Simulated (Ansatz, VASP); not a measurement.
**Two plane-wave programs on NaH**

```
Na H
1.0
     2.96025    0.02786    0.02786
     0.02786    2.96025    0.02786
     0.02786    0.02786    2.96025
Na H
1 1
Direct
  0.00000 0.00000 0.00000
  0.50000 0.50000 0.50000
```

Change from the starting cell: shear_111 strain +2.9%.

Alike in both runs: task single point; functional PBE; k mesh 8 × 8 × 8; occupations fermi-dirac, width 0.02 eV; no spin polarisation.

```csv
,VASP,Ansatz
version,VASP 6.6.1,Ansatz 0.2.0
potentials or method,"VASP PAW PBE potentials, release 64 (Na_pv, H)","plane waves, PAW"
plane-wave cutoff (eV),520,420
valence electrons in the cell,8,10
```

|  | VASP | Ansatz | Ansatz less VASP |
| --- | --- | --- | --- |
| gap on the k mesh at the Fermi level (eV) | 1.04 | 1.04 | +0.002 |
| pressure (GPa) | 0.1 | 0.1 | +0.07 |
| traceless stress, the component that is largest in VASP (GPa) | 0.12 | 0.12 | +0.002 |

The functional is the same, so the differences come from potentials, cutoffs and numerics. VASP's potentials hold 8 valence electrons a cell and Ansatz's 10, so a difference there can come from the potentials and not from the codes.
